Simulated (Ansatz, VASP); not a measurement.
**As in VASP and in Ansatz**

INCAR

```
  PREC = Accurate
  ENCUT = 520
  EDIFF = 1E-6
  ISMEAR = 0
  SIGMA = 0.02
  LREAL = False
  LASPH = True
  NELM = 80
  ALGO = Normal
  ISIF = 2
  LWAVE = False
  LCHARG = False
  LDIPOL = True
  IDIPOL = 3
  DIPOL = 0.5 0.5 0.500
  GGA = PE
  IVDW = 12
  IBRION = 2
  NSW = 60
  EDIFFG = -0.01
```

The input KPOINTS:

```
regular mesh
0
Gamma
  9 9 1
```

Contents of POSCAR:

```
As
1.0
    3.7144892312      0.0000000000      0.0000000000
   -1.8572446156      3.2168420363      0.0000000000
    0.0000000000      0.0000000000     28.5742413760
As
2
Direct
    0.3333333333      0.6666666667      0.4755450732
    0.6666666667      0.3333333333      0.5244549268
```

Input for Ansatz:

```yaml
crystal:
  lattice:
    - [3.7144892312, 0.0, 0.0]
    - [-1.8572446156, 3.2168420363, 0.0]
    - [0.0, 0.0, 28.574241376]
  atoms:
    - { symbol: As, position: [0.3333333333, 0.6666666667, 0.4755450732] }
    - { symbol: As, position: [0.6666666667, 0.3333333333, 0.5244549268] }
  periodic: [true, true, false]
basis:
  ecutwfc: 420
kpoints:
  mp_grid: { grid: [9, 9, 1] }
  band_path:
    path:
      - [0, 0, 0]
      - [0.5, 0, 0]
      - [0.333333333333, 0.333333333333, 0]
      - [0, 0, 0]
    npoints: 8
hamiltonian:
  xc: pbe
  dispersion: d3bj
scf:
  occupations: { method: gaussian, width: 0.02 }
output:
  forces: true
  stress: true
  eigenvalues: true
relax:
  adjacent_minimum: "off"
  f_tol: 0.01
  max_steps: 40
```

Change from the starting cell: biaxial strain +0.040, atoms relaxed.

Alike in both runs: task relaxation of the atoms; functional PBE; dispersion D3(BJ); k mesh 9 × 9 × 1; occupations gaussian, width 0.02 eV; no spin polarisation.

|  | VASP | Ansatz |
| --- | --- | --- |
| version | VASP 6.6.1 | Ansatz 0.2.0 |
| potentials or method | VASP PAW PBE potentials, release 64 (As), cutoff 520 eV | scalar-relativistic, plane waves, PAW |
| valence electrons in the cell | 10 | 30 |

|  | VASP | Ansatz | Ansatz less VASP |
| --- | --- | --- | --- |
| gap on the k mesh at the Fermi level, each at its own relaxed structure (eV) | 1.58 | 1.58 | +0.008 |

VASP's potentials hold 10 valence electrons a cell and Ansatz's 30, so a difference there can come from the potentials and not from the codes. Ansatz's warnings: stress scf threshold loose.
